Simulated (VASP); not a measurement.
## Ni3Ge: single point with PBEsol

Ni3Ge:

```
Ni Ge
1.0
     3.53033    0.00000    0.00000
     0.00000    3.53033    0.00000
     0.00000    0.00000    3.53033
Ni Ge
3 1
Direct
  0.50000 0.00000 0.50000
  0.00000 0.50000 0.50000
  0.50000 0.50000 0.00000
  0.00000 0.00000 0.00000
```

| Quantity | Value |
| --- | --- |
| Program | VASP 6.6.1 |
| Task | single point |
| Functional | PBEsol |
| Potentials or basis | VASP PAW PBE potentials, release 64 (Ni, Ge_d) |
| Cutoff | 520 eV |
| k mesh | 12 × 12 × 12 |
| Occupations | fermi-dirac, width 0.2 eV |
| Spin | no spin polarisation |
| Dipole correction | no |
| Further INCAR settings | ALGO = Normal; EDIFF = 1e-06; NBANDS = 30 |

The pressure is 0.2 GPa and the band gap on the k mesh is zero (band 22 reaches 10.19 eV, above the bottom of band 23 at 9.97 eV).

Levels at points of the mesh, in eV from the Fermi level:
| k point | band 20 | band 21 | band 22 | band 23 | band 24 | band 25 |
| --- | --- | --- | --- | --- | --- | --- |
| (0.00, 0.00, 0.00) | -0.74 | -0.43 | -0.13 | -0.13 | -0.13 | 3.84 |
| (0.50, 0.00, 0.00) | -1.28 | -0.69 | -0.13 | 3.50 | 3.50 | 4.55 |
| (0.50, 0.50, 0.00) | -1.25 | -1.09 | -1.08 | 0.49 | 0.49 | 5.60 |
| (0.50, 0.50, 0.50) | -1.31 | -0.67 | -0.35 | -0.35 | -0.35 | 0.56 |

It took 3.1 min on 1 thread of AMD EPYC 7R43 64-Core Processor (Zen 3), with other jobs on the host, peak memory 0.18 GiB.

Caveat: the PAW data sets were made with another functional, which shifts forces and pressure a little. Spin polarisation is off, so any magnetic state and its effect on volume and gap are missing.
